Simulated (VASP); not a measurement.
# Si (P6_3/mmc) in VASP: notebook, part 2 of 2

VASP 6.6.1. The steps go on from the part before.

## 3. Single point, PBE

INCAR reads:

```
ALGO = Normal
EDIFF = 1E-6
ENCUT = 520
GGA = PE
ISIF = 2
ISMEAR = 0
LASPH = T
LCHARG = F
LREAL = F
LWAVE = F
NBANDS = 16
NELM = 80
PREC = Accurate
SIGMA = 0.05
```

KPOINTS reads:

```
k-points
0
Gamma
  12 12 6
```

POSCAR reads:

```
Si
1.0
    4.0341116679      0.0000000000      0.0000000000
   -2.0170558339      3.4936431861      0.0000000000
    0.0000000000      0.0000000000      5.8002457560
Si
4
Direct
    0.3333333333      0.6666666667      0.0817861204
    0.6666666667      0.3333333333      0.5817861204
    0.3333333333      0.6666666667      0.4182138796
    0.6666666667      0.3333333333      0.9182138796
```

Potentials or basis: VASP PAW PBE potentials, release 64 (Si).

The run is started by

```console
> cat potpaw_PBE.64/Si/POTCAR > POTCAR
> mpirun -np 1 vasp_std > vasp.out
```

OUTCAR:

```text
EDIFF = 1E-6
   ENCUT = 520
   GGA = PE
   ISIF = 2
   ISMEAR = 0
   LASPH = T
   LREAL = F
   NELM = 80
   PREC = Accurate

 ion  position               nearest neighbor table
   1  0.333  0.667  0.082-   3 1.95   4 2.51   4 2.51   4 2.51
   2  0.667  0.333  0.582-   4 1.95   3 2.51   3 2.51   3 2.51
   3  0.333  0.667  0.418-   1 1.95   2 2.51   2 2.51   2 2.51
   4  0.667  0.333  0.918-   2 1.95   1 2.51   1 2.51   1 2.51

  LATTYP: Found a hexagonal cell.
 ALAT       =     4.0341116679
 C/A-ratio  =     1.4378000000

  Lattice vectors:

 A1 = (   4.0341116679,   0.0000000000,   0.0000000000)
 A2 = (  -2.0170558339,   3.4936431861,   0.0000000000)
 A3 = (   0.0000000000,   0.0000000000,   5.8002457560)

Analysis of symmetry for initial positions (statically):
=====================================================================
 Subroutine PRICEL returns:
 Original cell was already a primitive cell.

 Routine SETGRP: Setting up the symmetry group for a
 hexagonal supercell.

[... 168 lines left out ...]
  ---------------------------------------------------
  free energy    TOTEN  =       -18.66301143 eV

  energy without entropy =      -18.66225260  energy(sigma->0) =      -18.66263202

 E-fermi :   6.0601     XC(G=0):  -9.2956

 val. band max:        6.0550738233   @ k =   0.3333   0.2500   0.0000
 cond. band min:       6.1009115357   @ k =   0.5000   0.0000   0.1667
 fundamental gap:      0.0458377124
 Fermi energy:         6.0601017295

 k-point     1 :       0.0000    0.0000    0.0000
  band No.  band energies     occupation
      1      -6.4907      2.00000
      2      -2.6435      2.00000
      3      -2.6347      2.00000
      4       3.6328      2.00000
      5       3.6328      2.00000
      6       4.4832      2.00000
[... 433 lines left out ...]
      3      -1.2872      2.00000
      4       1.1929      2.00000
      5       1.5302      2.00000
      6       2.6963      2.00000
[... 8 lines left out ...]
     15      12.4851      0.00000
     16      12.6862      0.00000

 [... further k-points ...]
[... 5 lines left out ...]
  --------------------------------------------------------------------------------------
  -------------------------------------------------------------------------------------
  Total       -5.8952906     -5.8952906     30.2551898     -0.0000000     -0.0000000      0.0000000
  in kB     -115.5428154   -115.5428154    592.9766691     -0.0000000     -0.0000000      0.0000000
  external PRESSURE =     120.6303461 kB  Pullay stress =       0.0000000 kB

 VOLUME and BASIS-vectors are now :
 -----------------------------------------------------------------------------
  energy-cutoff  :      520.00
  volume of cell :       81.75
      direct lattice vectors                 reciprocal lattice vectors
     4.034111668  0.000000000  0.000000000     0.247886048  0.143117077  0.000000000
    -2.017055834  3.493643186  0.000000000     0.000000000  0.286234153  0.000000000
     0.000000000  0.000000000  5.800245756     0.000000000  0.000000000  0.172406488

 POSITION                                       TOTAL-FORCE (eV/Angst)
 -----------------------------------------------------------------------------------
     -0.00000      2.32910      0.47438        -0.000000      0.000000     -8.440335
      2.01706      1.16455      3.37450         0.000000     -0.000000     -8.440335
     -0.00000      2.32910      2.42574        -0.000000      0.000000      8.440335
      2.01706      1.16455      5.32587         0.000000     -0.000000      8.440335
 -----------------------------------------------------------------------------------
    total drift:                               -0.000000      0.000000     -0.000000

  FREE ENERGIE OF THE ION-ELECTRON SYSTEM (eV)
  ---------------------------------------------------
  free  energy   TOTEN  =       -18.6630114268 eV

  energy  without entropy=      -18.6622526047  energy(sigma->0) =      -18.66263202
```

OSZICAR:

```text
N       E                     dE             d eps       ncg     rms          rms(c)
DAV:   1     0.306303097637E+02    0.30630E+02   -0.59467E+03  2432   0.817E+02
DAV:   2    -0.174204550499E+02   -0.48051E+02   -0.43901E+02  3304   0.123E+02
DAV:   3    -0.193343902782E+02   -0.19139E+01   -0.18957E+01  3240   0.235E+01
DAV:   4    -0.193601988970E+02   -0.25809E-01   -0.25802E-01  3192   0.345E+00
DAV:   5    -0.193607298652E+02   -0.53097E-03   -0.53092E-03  3256   0.469E-01    0.780E+00
DAV:   6    -0.188261242698E+02    0.53461E+00   -0.37805E-01  3040   0.334E+00    0.455E+00
DAV:   7    -0.186639793970E+02    0.16214E+00   -0.61683E-01  3176   0.395E+00    0.801E-01
DAV:   8    -0.186617588897E+02    0.22205E-02   -0.65973E-02  2856   0.159E+00    0.481E-01
DAV:   9    -0.186630815944E+02   -0.13227E-02   -0.30814E-03  3048   0.344E-01    0.165E-01
DAV:  10    -0.186630196637E+02    0.61931E-04   -0.21575E-03  3200   0.268E-01    0.538E-02
DAV:  11    -0.186629935814E+02    0.26082E-04   -0.32298E-04  2960   0.116E-01    0.485E-02
DAV:  12    -0.186630121313E+02   -0.18550E-04   -0.58158E-05  3128   0.406E-02    0.293E-02
DAV:  13    -0.186630114268E+02    0.70454E-06   -0.24725E-06  3112   0.943E-03
   1 F= -.18663011E+02 E0= -.18662632E+02  d E =-.758822E-03
```

It took 2.3 min on 1 thread of Intel Xeon 8259CL, shared host; peak memory 0.23 GiB.

What came out:

- Free energy: -18.6630 eV
- Pressure: 12.1 GPa
- Largest force: 8.440 eV/Å
- Band gap on the k mesh: zero (bands 8 and 9 overlap by 0.64 eV)

Forces in eV/Å, atoms in the order of the input:
```
Si   0.000  0.000 -8.440
Si   0.000  0.000 -8.440
Si   0.000  0.000  8.440
Si   0.000  0.000  8.440
```

Stress tensor (GPa, compression positive):
```
-11.55   0.00   0.00
  0.00 -11.55   0.00
  0.00   0.00  59.30
```

Caveat: the stress differs along the axes, from -12 to 59 GPa; semilocal functionals underestimate gaps, and a narrow one can read as zero; forces of over 1 eV/Å act on the atoms, so gaps and moduli don't describe the material at rest.

## 4. Single point, PBE

This run uses another cell than the first one, of the same volume but with other edges.

INCAR reads:

```
SYSTEM = Si
PREC     = Accurate       ! precision mode
ENCUT    = 520            ! plane-wave cutoff, eV
EDIFF    = 1E-7           ! SCF threshold, eV
ISMEAR   = 0              ! smearing method
SIGMA    = 0.05           ! smearing width, eV
LREAL    = .FALSE.        ! projectors in reciprocal space
LASPH    = .TRUE.         ! aspherical terms in the spheres
NELM     = 80             ! most SCF steps
ALGO     = Normal         ! electronic algorithm
ISIF     = 2              ! what is computed and relaxed
LWAVE    = .FALSE.        ! write WAVECAR
LCHARG   = .TRUE.         ! write CHGCAR
GGA      = PE             ! functional
LELF     = .TRUE.         ! ELF
LVHAR    = .TRUE.       
NBANDS   = 16             ! bands
```

KPOINTS reads:

```
Automatic mesh
0
G
  12 12 6
  0 0 0
```

POSCAR reads:

```
Si
1.0
    3.8182503661      0.0000000000      0.0000000000
   -1.9091251831      3.3067018151      0.0000000000
    0.0000000000      0.0000000000      6.4746071459
Si
4
Direct
    0.3333333333      0.6666666667      0.0535050491
    0.6666666667      0.3333333333      0.5535050491
    0.3333333333      0.6666666667      0.4464949509
    0.6666666667      0.3333333333      0.9464949509
```

The run is started by

```console
> cat potpaw_PBE.64/Si/POTCAR > POTCAR
> mpirun -np 1 vasp_std > vasp.out
```

Run time: 2 min. Hardware: 1 thread of Intel Xeon 8259CL, shared host; peak memory 0.22 GiB.

Results (log left out):

```
Free energy            : -21.4194 eV
Pressure               : 1.1 GPa
Largest force          : 1.421 eV/Å
Band gap on the k mesh : 0.10 eV (least direct gap 0.80 eV)
```

Forces in eV/Å, atoms in the order of the input:
```
Si   0.000  0.000  1.421
Si   0.000  0.000  1.421
Si   0.000  0.000 -1.421
Si   0.000  0.000 -1.421
```

Stress tensor (GPa, compression positive):
```
 4.63  0.00  0.00
 0.00  4.63  0.00
 0.00  0.00 -6.01
```

Levels at points of the mesh, in eV from the valence-band top:
```csv
k point,band 6,band 7,band 8,band 9,band 10,band 11
"(0.00, 0.00, 0.00)",-0.64,-0.64,0.00,0.80,1.30,1.93
"(0.50, 0.00, 0.00)",-3.36,-2.82,-2.07,0.10,1.82,3.18
"(0.00, 0.00, 0.50)",-1.33,-1.33,-1.33,1.49,1.49,2.68
"(0.50, 0.00, 0.50)",-2.83,-2.48,-2.48,0.66,0.66,1.11
```

Caveat: the stress differs along the axes, from -6 to 5 GPa; semilocal functionals underestimate gaps, and a narrow one can read as zero; forces of over 1 eV/Å act on the atoms, so gaps and moduli don't describe the material at rest. A k mesh can miss the band edges.

## 5. The runs side by side

```tsv
cell	gap on the mesh (eV)	pressure (GPa)	largest force (eV/Å)
a = 3.995, b = 3.995, c = 5.915 Å, angles 90.0, 90.0, 120.0°, 4 atoms, atomic positions A	none	6.7	5.56
a = 4.034, b = 4.034, c = 5.800 Å, angles 90.0, 90.0, 120.0°, 4 atoms, atomic positions B	none	12.1	8.44
a = 3.818, b = 3.818, c = 6.475 Å, angles 90.0, 90.0, 120.0°, 4 atoms, atomic positions C	0.10	1.1	1.42
```

Alike in all rows: task single point; level PBE; potentials or basis VASP PAW PBE potentials, release 64 (Si); no spin polarisation; k mesh 12 × 12 × 6; cutoff (eV) 520; smearing gaussian 0.05 eV.

Caveats: semilocal functionals underestimate gaps, and a narrow one can read as zero; forces of over 1 eV/Å act on the atoms, so gaps and moduli don't describe the material at rest; the stress differs along the axes, from -10 to 39 GPa (at least some runs); the stress differs along the axes, from -12 to 59 GPa (at least some runs); the stress differs along the axes, from -6 to 5 GPa (at least some runs).

Total energies depend on the potentials used, so only differences within one code and one set of settings carry meaning.

The gap in the log of VASP goes by the Fermi energy; the results here count the filled bands.